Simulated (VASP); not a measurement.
A run of VASP 6.6.1:

The input INCAR:

```
  ALGO = Normal
  EDIFF = 1E-6
  ENCUT = 500
  GGA_COMPAT = F
  ISIF = 2
  ISMEAR = 1
  ISYM = 0
  LASPH = T
  LCHARG = F
  LREAL = F
  LWAVE = F
  NBANDS = 18
  NELM = 120
  PREC = Accurate
  SIGMA = 0.2
```

Contents of KPOINTS:

```
Automatic mesh
0
Gamma
  3 3 3
  0.5 0.5 0.5
```

POSCAR

```
BiTe
1.0
    0.0000000000      3.2350000000      3.2350000000
    3.2350000000      0.0000000000      3.2350000000
    3.2350000000      3.2350000000      0.0000000000
Bi Te
1 1
Direct
    0.0000000000      0.0000000000      0.0000000000
    0.5000000000      0.5000000000      0.5100000000
```

Potentials or basis: VASP PAW LDA potentials, release 64 (Bi_d, Te).

Launch:

```bash
$ cat potpaw_LDA.64/Bi_d/POTCAR potpaw_LDA.64/Te/POTCAR > POTCAR
$ mpirun -np 1 vasp_std > vasp.out
```

Hardware: 1 thread of Intel(R) Xeon(R) 6975P-C (Granite Rapids), with other jobs on the host.

Q: Estimate the wall time of this run.

A: It took 21 s on 1 thread of Intel(R) Xeon(R) 6975P-C (Granite Rapids), on a shared host, peak memory 0.21 GiB. Counts: scf iterations 11, k points 56.
